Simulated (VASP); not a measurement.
Pd:

```
CELL_PARAMETERS angstrom
0.00000 1.98482 1.98482
1.98482 0.00000 1.98482
1.98482 1.98482 0.00000
ATOMIC_POSITIONS crystal
Pd 0.00000 0.00000 0.00000
```

This cell differs from its parent crystal: Ag replaced by Pd, lengths x 0.975, strained.

Base run:

* Program: VASP 6.6.1
* Functional: PBE
* Potentials or basis: VASP PAW PBE potentials, release 64 (Pd)
* Cutoff: 500 eV
* k mesh: 8 × 8 × 8
* Occupations: gaussian, width 0.1 eV
* Spin: no spin polarisation

Its results: band gap on the k mesh zero (bands 5 and 6 overlap by 1.45 eV); pressure -2.8 GPa.

Problem. The run is repeated on the same cell with these changes: k mesh from 8 × 8 × 8 to 18 × 18 × 18; occupations from gaussian, width 0.1 eV to methfessel-paxton, width 0.1 eV. What comes out?

Solution. Band gap on the k mesh zero (bands 5 and 6 overlap by 1.43 eV); pressure -3.6 GPa.

Caveats: the cell stands under tension (at least some runs).
